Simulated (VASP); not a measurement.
# Ga4SbAs (P-6m2) in VASP: a series of runs, part 2 of 2

VASP 6.6.1.

## (4) Single point, PBE

This run uses another cell than the first one, of 22.85 Å³/atom.

Input file INCAR:

```
SYSTEM = Ga4SbAs
ALGO = Fast
EDIFF = 1E-6
ENCUT = 520
GGA = PE
ISIF = 2
ISMEAR = 0
LASPH = .TRUE.
LCHARG = .TRUE.
LELF = .TRUE.
LREAL = .FALSE.
LVHAR = .TRUE.
LWAVE = .FALSE.
NBANDS = 40
NELM = 80
PREC = Accurate
SIGMA = 0.1
```

Input file KPOINTS:

```
k-points
0
G
  6 6 8
  0 0 0
```

Input file POSCAR:

```
Ga4SbAs
1.0
    5.3010547256      0.0000000000      0.0000000000
   -2.6505273628      4.5908480593      0.0000000000
    0.0000000000      0.0000000000      5.6329493106
Ga Sb As
4 1 1
Direct
    0.6666666667      0.3333333333      0.0000000000
    0.5006747327      0.0013494655      0.5000000000
    0.9986505345      0.4993252673      0.5000000000
    0.5006747327      0.4993252673      0.5000000000
    0.3333333333      0.6666666667      0.0000000000
    0.0000000000      0.0000000000      0.0000000000
```

Potentials or basis: VASP PAW PBE potentials, release 64 (Ga_d, Sb, As).

Command:

```console
$ cat potpaw_PBE.64/Ga_d/POTCAR potpaw_PBE.64/Sb/POTCAR potpaw_PBE.64/As/POTCAR > POTCAR
$ mpirun -np 1 vasp_std > vasp.out
```

OUTCAR:

```text
SYSTEM = Ga4SbAs
   EDIFF = 1E-6
   ENCUT = 520
   GGA = PE
   ISIF = 2
   ISMEAR = 0
   LASPH = .TRUE.
   LREAL = .FALSE.
   NELM = 80
   PREC = Accurate

 ion  position               nearest neighbor table
   1  0.667  0.333  0.000-   5 3.06   5 3.06   5 3.06
   2  0.501  0.001  0.500-   3 2.64   4 2.64   4 2.66   3 2.66   5 3.21   5 3.21
   3  0.999  0.499  0.500-   4 2.64   2 2.64   4 2.66   2 2.66   5 3.21   5 3.21
   4  0.501  0.499  0.500-   3 2.64   2 2.64   3 2.66   2 2.66   5 3.21   5 3.21
   5  0.333  0.667  0.000-   6 3.06   1 3.06   1 3.06   6 3.06   6 3.06   1 3.06   3 3.21   3 3.21
                             4 3.21   4 3.21   2 3.21   2 3.21
   6  0.000  0.000  0.000-   5 3.06   5 3.06   5 3.06

  LATTYP: Found a hexagonal cell.
 ALAT       =     5.3010547256
 C/A-ratio  =     1.0626091603

  Lattice vectors:

 A1 = (   5.3010547256,   0.0000000000,   0.0000000000)
 A2 = (  -2.6505273628,   4.5908480593,   0.0000000000)
 A3 = (   0.0000000000,   0.0000000000,   5.6329493106)

Analysis of symmetry for initial positions (statically):
=====================================================================
 Subroutine PRICEL returns:
[... 186 lines left out ...]
 Fermi energy:         5.0822086721

 k-point     1 :       0.0000    0.0000    0.0000
  band No.  band energies     occupation
      1     -10.2011      2.00000
      2     -10.0657      2.00000
      3     -10.0657      2.00000
      4      -9.9902      2.00000
      5      -9.8954      2.00000
      6      -9.8659      2.00000
[... 1021 lines left out ...]
     39       9.4703      0.00000
     40      10.2505      0.00000

 [... further k-points ...]

------------------------ aborting loop because EDIFF is reached ----------------------------------------

  FORCE on cell =-STRESS in cart. coord.  units (eV):
  Direction    XX          YY          ZZ          XY          YZ          ZX
  --------------------------------------------------------------------------------------
  -------------------------------------------------------------------------------------
  Total        0.0430968      0.0430968      0.0032051      0.0000000     -0.0000000      0.0000000
  in kB        0.5036917      0.5036917      0.0374590      0.0000000     -0.0000000      0.0000000
  external PRESSURE =       0.3482808 kB  Pullay stress =       0.0000000 kB

 VOLUME and BASIS-vectors are now :
 -----------------------------------------------------------------------------
  energy-cutoff  :      520.00
  volume of cell :      137.09
      direct lattice vectors                 reciprocal lattice vectors
     5.301054726  0.000000000  0.000000000     0.188641705  0.108912339  0.000000000
    -2.650527363  4.590848059  0.000000000     0.000000000  0.217824678  0.000000000
     0.000000000  0.000000000  5.632949311     0.000000000  0.000000000  0.177526895

 POSITION                                       TOTAL-FORCE (eV/Angst)
 -----------------------------------------------------------------------------------
      2.65053      1.53028      0.00000        -0.000000     -0.000000      0.000000
      2.65053      0.00620      2.81647        -0.000000     -0.001710     -0.000000
      3.97043      2.29233      2.81647         0.001481      0.000855      0.000000
      1.33063      2.29233      2.81647        -0.001481      0.000855      0.000000
     -0.00000      3.06057      0.00000        -0.000000     -0.000000      0.000000
      0.00000      0.00000      0.00000        -0.000000     -0.000000      0.000000
 -----------------------------------------------------------------------------------
    total drift:                                0.000003     -0.000001      0.000000

  FREE ENERGIE OF THE ION-ELECTRON SYSTEM (eV)
  ---------------------------------------------------
  free  energy   TOTEN  =       -18.8524036753 eV

  energy  without entropy=      -18.8401237280  energy(sigma->0) =      -18.84626370
```

OSZICAR:

```text
N       E                     dE             d eps       ncg     rms          rms(c)
DAV:   1     0.492936635808E+03    0.49294E+03   -0.28950E+04  2944   0.241E+03
DAV:   2     0.490415895650E+02   -0.44390E+03   -0.42888E+03  2984   0.592E+02
DAV:   3    -0.160392860007E+02   -0.65081E+02   -0.62577E+02  3248   0.159E+02
DAV:   4    -0.189377893141E+02   -0.28985E+01   -0.28699E+01  3392   0.355E+01
DAV:   5    -0.190069360781E+02   -0.69147E-01   -0.69092E-01  3432   0.560E+00    0.312E+00
RMM:   6    -0.188813440337E+02    0.12559E+00   -0.18426E-01  3864   0.323E+00    0.170E+00
RMM:   7    -0.188539129332E+02    0.27431E-01   -0.93625E-02  3837   0.196E+00    0.365E-01
RMM:   8    -0.188521652038E+02    0.17477E-02   -0.13033E-02  4140   0.790E-01    0.938E-02
RMM:   9    -0.188523614414E+02   -0.19624E-03   -0.22669E-03  4599   0.315E-01    0.785E-02
RMM:  10    -0.188524063712E+02   -0.44930E-04   -0.35387E-04  4242   0.130E-01    0.235E-02
RMM:  11    -0.188524016299E+02    0.47413E-05   -0.10436E-04  4443   0.671E-02    0.462E-03
RMM:  12    -0.188524037275E+02   -0.20976E-05   -0.25855E-05  3914   0.296E-02    0.829E-03
RMM:  13    -0.188524036753E+02    0.52180E-07   -0.41995E-06  2734   0.157E-02
   1 F= -.18852404E+02 E0= -.18846264E+02  d E =-.122799E-01
```

It took 1.9 min on 1 thread of Intel Xeon Platinum 8559C (Emerald Rapids), shared host; peak memory 0.35 GiB.

What came out:

| Property | Result |
| --- | --- |
| Free energy | -18.8524 eV |
| Pressure | 0.0 GPa |
| Band gap on the k mesh | zero (bands 31 and 32 overlap by 2.43 eV) |

Levels at points of the mesh, in eV from the Fermi level:
| k point | band 28 | band 29 | band 30 | band 31 | band 32 | band 33 | band 34 | band 35 |
| --- | --- | --- | --- | --- | --- | --- | --- | --- |
| (0.00, 0.00, 0.00) | -2.93 | -2.93 | -1.56 | -0.09 | -0.09 | 0.27 | 0.49 | 0.49 |
| (0.50, 0.00, 0.00) | -2.24 | -2.03 | -1.59 | -0.11 | 0.50 | 1.18 | 1.81 | 2.00 |
| (0.00, 0.00, 0.50) | -2.44 | -2.44 | -2.07 | -2.07 | -1.08 | -0.51 | -0.51 | 0.72 |
| (0.50, 0.00, 0.50) | -2.67 | 0.33 | 0.41 | 0.60 | 1.27 | 1.70 | 1.87 | 3.05 |

Caveat: spin-orbit coupling is left out, which moves the levels of the heavy elements.

## (5) Summary

```tsv
cell	k mesh	gap on the mesh (eV)	pressure (GPa)	largest force (eV/Å)
a = 5.839, b = 5.839, c = 4.529 Å, angles 90.0, 90.0, 120.0°, 6 atoms, atomic positions A	3 × 3 × 4	none	0.5	0.65
a = 5.893, b = 5.893, c = 4.503 Å, angles 90.0, 90.0, 120.0°, 6 atoms, atomic positions B	3 × 3 × 4	none	-0.1	0.01
a = 5.301, b = 5.301, c = 5.633 Å, angles 90.0, 90.0, 120.0°, 6 atoms, atomic positions C	6 × 6 × 8	none	0.0	-
```

Alike in all rows: task single point; level PBE; potentials or basis VASP PAW PBE potentials, release 64 (Ga_d, Sb, As); no spin polarisation; cutoff (eV) 520; smearing gaussian 0.1 eV.

Caveats: some runs use coarse meshes; spin-orbit coupling is left out, which moves the levels of the heavy elements.

Total energies depend on the potentials used, so only differences within one code and one set of settings carry meaning.
